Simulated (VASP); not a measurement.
Set up this calculation in VASP 6.6.1, as the native input.

- Task: single point
- Functional: PBE
- Potentials or basis: VASP PAW PBE potentials, release 64 (Na_pv, H)
- Cutoff: 520 eV
- k mesh: 6 × 6 × 4
- Occupations: gaussian, width 0.01 eV
- Spin: no spin polarisation
- Dipole correction: no
- Further INCAR settings: ALGO = Normal; EDIFF = 1e-07; NBANDS = 16

The structure of NaH lies in POSCAR:

```
NaH
1.0
    3.9532815359      0.0000000000      0.0000000000
   -1.9766407679      3.4236422384      0.0000000000
    0.0000000000      0.0000000000      4.8282923139
Na H
2 2
Direct
    0.3333333333      0.6666666667     -0.0624996803
    0.6666666667      0.3333333333      0.4375003197
    0.3333333333      0.6666666667      0.4374996803
    0.6666666667      0.3333333333      0.9374996803
```

These files were run (other wordings do the same):

INCAR

```
  PREC = Accurate
  ENCUT = 520
  EDIFF = 1E-7
  ISMEAR = 0
  SIGMA = 0.01
  LREAL = F
  LASPH = T
  NELM = 100
  ALGO = Normal
  ISIF = 2
  LWAVE = F
  LCHARG = F
  GGA = PE
  NBANDS = 16
```

KPOINTS

```
regular mesh
0
Gamma
  6 6 4
```

Potentials or basis: VASP PAW PBE potentials, release 64 (Na_pv, H).

The run is started by

```sh
$ cat potpaw_PBE.64/Na_pv/POTCAR potpaw_PBE.64/H/POTCAR > POTCAR
$ mpirun -np 1 vasp_std > vasp.out
```

Results of the run:

The pressure is 0.3 GPa and the band gap on the k mesh is 3.33 eV, indirect (least direct gap 4.24 eV).

It took 20 s on 1 thread of Intel(R) Xeon(R) Platinum 8259CL CPU @ 2.50GHz (Skylake/Cascade Lake) (shared host), peak memory 0.17 GiB.
